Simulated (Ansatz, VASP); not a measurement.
## Si2W in VASP and in Ansatz

Contents of INCAR:

```
SYSTEM = Si2W
PREC = Accurate
ENCUT = 520
EDIFF = 1E-6
ISMEAR = 0
SIGMA = 0.03
LREAL = .False.
LASPH = .True.
NELM = 80
ALGO = Normal
ISIF = 2
LWAVE = .False.
LCHARG = .True.
GGA = PE
LELF = .True.
LVHAR = .True.
NBANDS = 43
```

File KPOINTS:

```
regular mesh
0
Gamma
  9 9 6
  0 0 0
```

POSCAR

```
Si2W
1.0
    4.6646658316      0.0000000000      0.0000000000
   -2.3323329158      4.0397191103      0.0000000000
    0.0000000000      0.0000000000      6.5044100356
Si W
6 3
Direct
    0.8363432358      0.6726864716      0.5000000000
    0.1636567642      0.8363432358      0.8333333333
    0.6726864716      0.8363432358      0.1666666667
    0.1636567642      0.3273135284      0.5000000000
    0.8363432358      0.1636567642      0.8333333333
    0.3273135284      0.1636567642      0.1666666667
    0.0000000000      0.5000000000      0.1666666667
    0.5000000000      0.5000000000      0.8333333333
    0.5000000000      0.0000000000      0.5000000000
```

Input for Ansatz:

```yaml
crystal:
  lattice:
    - [4.6646658316, 0.0, 0.0]
    - [-2.3323329158, 4.0397191103, 0.0]
    - [0.0, 0.0, 6.5044100356]
  atoms:
    - { symbol: Si, position: [0.8363432358, 0.6726864716, 0.5] }
    - { symbol: Si, position: [0.1636567642, 0.8363432358, 0.8333333333] }
    - { symbol: Si, position: [0.6726864716, 0.8363432358, 0.1666666667] }
    - { symbol: Si, position: [0.1636567642, 0.3273135284, 0.5] }
    - { symbol: Si, position: [0.8363432358, 0.1636567642, 0.8333333333] }
    - { symbol: Si, position: [0.3273135284, 0.1636567642, 0.1666666667] }
    - { symbol: W, position: [0.0, 0.5, 0.1666666667] }
    - { symbol: W, position: [0.5, 0.5, 0.8333333333] }
    - { symbol: W, position: [0.5, 0.0, 0.5] }
basis:
  ecutwfc: 420
kpoints:
  mp_grid: { grid: [9, 9, 6] }
hamiltonian:
  xc: pbe
  pseudopotentials: { kind: paw, azcp: { folder: soft_1 } }
scf:
  occupations: { method: gaussian, width: 0.03 }
output:
  forces: true
  stress: true
  eigenvalues: true
```

Alike in both runs: task single point; functional PBE; k mesh 9 × 9 × 6; occupations gaussian, width 0.03 eV; no spin polarisation.

|  | VASP | Ansatz |
| --- | --- | --- |
| version | VASP 6.6.1 | Ansatz 0.2.0 |
| potentials or method | VASP PAW PBE potentials, release 64 (Si, W_sv), cutoff 520 eV | scalar-relativistic, plane waves, PAW |
| valence electrons in the cell | 66 | 66 |

```tsv
	VASP	Ansatz	Ansatz less VASP
gap on the k mesh at the Fermi level (eV)	0.13	0.13	0.000
least direct gap on the mesh (eV)	0.53	0.53	0.000
pressure (GPa)	0.7	0.7	-0.03
traceless stress, the component that is largest in VASP (GPa)	5.67	5.67	+0.004
rms of the force components (eV/Å)	0.026	0.024	-0.0020
```

Atom by atom the forces differ by 0.002 eV/Å (rms over components).

Spin-orbit coupling is off throughout.
